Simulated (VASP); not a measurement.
# C (Fm-3m) in VASP: further runs, part 2 of 2

VASP 6.6.1. Earlier steps stand in the parts before.

**4. Relaxation of cell and atoms, LDA, target pressure 30 GPa, at which the enthalpy is minimised**

Input file INCAR:

```
SYSTEM = C
PREC = Accurate
ENCUT = 600
EDIFF = 1E-7
ISMEAR = -1
SIGMA = 0.1
LREAL = .FALSE.
LASPH = .TRUE.
NELM = 120
ALGO = Normal
ISIF = 3
LWAVE = .FALSE.
LCHARG = .FALSE.
GGA = CA
IBRION = 2
NSW = 80
EDIFFG = -0.02
PSTRESS = 300.0
GGA_COMPAT = .FALSE.
NELMIN = 4
```

Input file KPOINTS:

```
regular mesh
0
G
  10 10 10
  0 0 0
```

Input file POSCAR:

```
C
1.0
    0.0000000000      1.5000000000      1.5000000000
    1.5000000000      0.0000000000      1.5000000000
    1.5000000000      1.5000000000      0.0000000000
C
1
Direct
    0.0000000000      0.0000000000      0.0000000000
```

Potentials or basis: VASP PAW LDA potentials, release 64 (C).

Command:

```sh
$ cat potpaw_LDA.64/C/POTCAR > POTCAR
$ mpirun -np 1 vasp_std > vasp.out
```

OUTCAR:

```text
SYSTEM = C
   PREC = Accurate
   ENCUT = 600
   EDIFF = 1E-7
   ISMEAR = -1
   LREAL = .FALSE.
   LASPH = .TRUE.
   NELM = 120
   ISIF = 3
   GGA = CA
   IBRION = 2
   NSW = 80
   EDIFFG = -0.02
   PSTRESS = 300.0
   NELMIN = 4

 ion  position               nearest neighbor table
   1  0.000  0.000  0.000-

  LATTYP: Found a face centered cubic cell.
 ALAT       =     3.0000000000

  Lattice vectors:

 A1 = (   0.0000000000,   1.5000000000,   1.5000000000)
 A2 = (   1.5000000000,   0.0000000000,   1.5000000000)
 A3 = (   1.5000000000,   1.5000000000,   0.0000000000)

Analysis of symmetry for initial positions (statically):
=====================================================================
 Subroutine PRICEL returns:
 Original cell was already a primitive cell.

 Routine SETGRP: Setting up the symmetry group for a
 face centered cubic supercell.

 Subroutine GETGRP returns: Found 48 space group operations
 (whereof 48 operations were pure point group operations)
 out of a pool of 48 trial point group operations.

The static configuration has the point symmetry O_h .

Analysis of symmetry for dynamics (positions and initial velocities):
=====================================================================
 Subroutine PRICEL returns:
 Original cell was already a primitive cell.

 Routine SETGRP: Setting up the symmetry group for a
 face centered cubic supercell.

 Subroutine GETGRP returns: Found 48 space group operations
 (whereof 48 operations were pure point group operations)
 out of a pool of 48 trial point group operations.

The dynamic configuration has the point symmetry O_h .

 Subroutine INISYM returns: Found 48 space group operations
 (whereof 48 operations are pure point group operations),
 and found     1 'primitive' translations

----------------------------------------------------------------------------------------

                                     Primitive cell

  volume of cell :       6.7500

  direct lattice vectors                    reciprocal lattice vectors
     0.000000000  1.500000000  1.500000000    -0.333333333  0.333333333  0.333333333
[... 87 lines left out ...]
   NSW    =     80    number of steps for IOM
   IBRION =      2    ionic relax: 0-MD 1-quasi-New 2-CG
   NFREE  =      1    steps in history (QN), initial steepest desc. (CG)
   ISIF   =      3    stress and relaxation
   ISYM   =      2    0-nonsym 1-usesym 2-fastsym
   POTIM  = 0.5000    time-step for ionic-motion
   TEBEG  =    0.0;   TEEND  =   0.0 temperature during run
   PSTRESS=  300.0 pullay stress
   NELECT =       4.0000    total number of electrons
   NUPDOWN=      -1.0000    fix difference up-down
   EMIN   =  10.00;   EMAX   =-10.00  energy-range for DOS
   EFERMI =   0.00;   METHOD = LEGACY
   ISMEAR =    -1;   SIGMA  =   0.10  broadening in eV -4-tet -1-fermi 0-gaus
   EFERMI_NEDOS =   21; number of points for ismear=-14 and -15
   IALGO  =     38    algorithm
   IMIX   =      4    mixing-type and parameters
     AMIX     =   0.40;   BMIX     =  1.00
     AMIX_MAG =   1.60;   BMIX_MAG =  1.00
  volume/ion in A,a.u.               =       6.75        45.55
  Fermi-wavevector in a.u.,A,eV,Ry     =   1.375077  2.598518 25.726382  1.890836
  Thomas-Fermi vector in A             =   2.500445
   LORBIT       =      0    0 simple, 1 ext, 2 COOP (PROOUT), +10 PAW based schemes
   GGA     = CA    functional components
   LHFCALC =     F    Hartree Fock is set to
   AEXX    =    0.0000 exact exchange contribution
   IVDW    =     0    specifies the selected vdW correction
   LEPSILON=     F    determine dielectric tensor
   LRPA    =     F    only Hartree local field effects (RPA)
 conjugate gradient relaxation of ions
 non-spin polarized calculation
  energy-cutoff  :      600.00
  volume of cell :        6.75
 maximum number of plane-waves:       232
 NGX is ok and might be reduce to    18
   NGX =  9   NGY =  9   NGZ =  9

--------------------------------------- Ionic step        1  -------------------------------------------

 number of electron       4.0000000 magnetization

 Free energy of the ion-electron system (eV)
  ---------------------------------------------------
  ext. energy  EPLUGINS =         0.00000000
  ---------------------------------------------------
  free energy    TOTEN  =        -5.52593411 eV

  energy without entropy =       -5.50729966  energy(sigma->0) =       -5.51661688

 E-fermi :   8.8220     XC(G=0): -13.1806

 val. band max:        8.7590768750   @ k =  -0.3000   0.3000   0.1000
 cond. band min:       8.8237730627   @ k =   0.5000   0.3000   0.0000
 fundamental gap:      0.0646961877
 Fermi energy:         8.8220429706

 k-point     1 :       0.0000    0.0000    0.0000
  band No.  band energies     occupation
      1     -10.9776      2.00000
      2      17.2041      0.00000
      3      17.2041      0.00000
      4      17.2041      0.00000
      5      39.8287      0.00000
      6      39.8287      0.00000
[... 280 lines left out ...]
--------------------------------------- Ionic step        3  -------------------------------------------

 number of electron       4.0000000 magnetization

 Free energy of the ion-electron system (eV)
  ---------------------------------------------------
  ext. energy  EPLUGINS =         0.00000000
  ---------------------------------------------------
  free energy    TOTEN  =        -5.45782451 eV

  energy without entropy =       -5.43620497  energy(sigma->0) =       -5.44701474

 E-fermi :  10.5565     XC(G=0): -13.6889

 val. band max:       10.5312812451   @ k =  -0.3000   0.3000   0.1000
 cond. band min:      10.5805437929   @ k =  -0.2000   0.3000   0.1000
 fundamental gap:      0.0492625477
 Fermi energy:        10.5564713945

 k-point     1 :       0.0000    0.0000    0.0000
  band No.  band energies     occupation
      1     -10.9106      2.00000
      2      19.7496      0.00000
      3      19.7496      0.00000
      4      19.7496      0.00000
      5      42.9885      0.00000
      6      42.9885      0.00000
[... 239 lines left out ...]
  energy  without entropy=       -5.4362049727  energy(sigma->0) =       -5.44701474

  enthalpy is  TOTEN    =        -4.3223111213 eV   P V=        1.1355133901

 reached required accuracy - stopping structural energy minimisation
```

CONTCAR:

```text
C
   1.00000000000000
    -0.0000000000000000    1.4473843216259856    1.4473843216259856
     1.4473843216259856   -0.0000000000000000    1.4473843216259856
     1.4473843216259856    1.4473843216259856    0.0000000000000000
  C
     1
Direct
     0.0000000000000000    0.0000000000000000    0.0000000000000000

  0.00000000E+00  0.00000000E+00  0.00000000E+00
```

It took 3.8 s on 1 thread of AMD EPYC 7R13 (Zen 3), shared host; peak memory 0.08 GiB.

What came out:

```
Free energy                                                : -5.4578 eV
Relaxed volume                                             : 6.06 Å³/atom
Relaxed cell                                               : a = 2.047 Å, b = 2.047 Å, c = 2.047 Å, α = 60.00°, β = 60.00°, γ = 60.00°
Space group after relaxing (to 0.1 Å)                      : Fm-3m (No. 225)
Energy change on relaxing (the run minimises the enthalpy) : +68.1 meV/atom
Ionic steps                                                : 3
Pressure after relaxing                                    : 30.0 GPa
Band gap on the k mesh                                     : zero (bands 2 and 3 overlap by 12.41 eV)
```

Step by step:
```csv
step,energy change (eV),largest force (eV/Å),pressure (GPa),volume (Å³)
1,0.0000,0.0000,3.62,6.75
2,0.1505,0.0000,47.48,5.72
3,0.0681,0.0000,30.04,6.06
```

Final structure:
```cif
data_structure
_symmetry_space_group_name_H-M 'P 1'
_symmetry_Int_Tables_number 1
_cell_length_a 2.0469
_cell_length_b 2.0469
_cell_length_c 2.0469
_cell_angle_alpha 60.000
_cell_angle_beta 60.000
_cell_angle_gamma 60.000
_cell_volume 6.06
loop_
_atom_site_label
_atom_site_type_symbol
_atom_site_fract_x
_atom_site_fract_y
_atom_site_fract_z
_atom_site_occupancy
C1 C 0.00000 0.00000 0.00000 1
```

Levels at points of the mesh, in eV from the Fermi level:
| k point | band 1 | band 2 | band 3 | band 4 | band 5 |
| --- | --- | --- | --- | --- | --- |
| (0.00, 0.00, 0.00) | -21.47 | 9.19 | 9.19 | 9.19 | 32.43 |
| (0.50, 0.00, 0.00) | -10.84 | -10.11 | 7.10 | 7.10 | 28.14 |
| (0.50, 0.50, 0.00) | -8.58 | -5.28 | 2.18 | 2.18 | 16.04 |

Caveat: the k points lie up to 0.38 Å⁻¹ apart in the final cell, too coarse for converged energies and pressures of a metal; the cell is relaxed towards a set pressure, so the run minimises the enthalpy, not the energy.

**5. Summary**

| cell | gap on the mesh (eV) | pressure (GPa) |
| --- | --- | --- |
| relaxed to 10 GPa | none | 10.0 |
| relaxed to 20 GPa | none | 20.0 |
| relaxed to 30 GPa | none | 30.0 |

Alike in all rows: task relaxation of cell and atoms; level LDA; potentials or basis VASP PAW LDA potentials, release 64 (C); no spin polarisation; k mesh 10 × 10 × 10; cutoff (eV) 600; smearing fermi-dirac 0.1 eV.

Caveats: all runs use coarse meshes; the cell is relaxed towards a set pressure, so the run minimises the enthalpy, not the energy.

Absolute energies hang on the potentials; compare differences alone.
